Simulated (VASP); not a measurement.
A run of VASP 6.6.1:

INCAR

```
SYSTEM = NiMoIrPdW
ALGO     = Fast           ! electronic algorithm
EDIFF    = 1E-6           ! SCF threshold, eV
ENCUT    = 520            ! plane-wave cutoff, eV
GGA      = PE             ! functional
ISIF     = 2              ! what is computed and relaxed
ISMEAR   = -1             ! smearing method
ISPIN    = 2              ! spin polarisation
IVDW     = 12             ! dispersion correction
LASPH    = .True.         ! aspherical terms in the spheres
LCHARG   = .False.        ! write CHGCAR
LMAXMIX  = 4              ! l up to which the mixer works
LORBIT   = 11             ! projections on sites
LREAL    = .False.        ! projectors in reciprocal space
LWAVE    = .False.        ! write WAVECAR
MAGMOM   = 1 1 0 0.6 0    ! initial moments
NBANDS   = 40             ! bands
NELM     = 150            ! most SCF steps
PREC     = Accurate       ! precision mode
SIGMA    = 0.05           ! smearing width, eV
```

KPOINTS

```
k-points
0
Gamma
  8 8 2
  0 0 0
```

The input POSCAR:

```
NiMoIrPdW
1.0
    2.7607800000      0.0000000000      0.0000000000
   -1.3803900000      2.3909000000      0.0000000000
    0.0000000000      0.0000000000     11.3405100000
Ni Mo Pd Ir W
1 1 1 1 1
Direct
    0.0000000000      0.0000000000      0.7091700000
    0.6666700000      0.3333300000      0.2942500000
    0.6666700000      0.3333300000      0.8990100000
    0.0000000000      0.0000000000      0.1060400000
    0.6666700000      0.3333300000      0.5292100000
```

Potentials or basis: VASP PAW PBE potentials, release 64 (Ni, Mo_sv, Pd, Ir, W_sv).

Launch:

```bash
$ cat potpaw_PBE.64/Ni/POTCAR potpaw_PBE.64/Mo_sv/POTCAR potpaw_PBE.64/Pd/POTCAR potpaw_PBE.64/Ir/POTCAR potpaw_PBE.64/W_sv/POTCAR > POTCAR
$ mpirun -np 1 vasp_std > vasp.out
```

Hardware: 1 thread of Oxide Virtual Turin-like Processor (shared host).

Question: How long does it take, and how much memory?

Answer: It took 13 min on 1 thread of Oxide Virtual Turin-like Processor, with other jobs on the host, peak memory 0.39 GiB. Counts: scf iterations 22, k points 42.
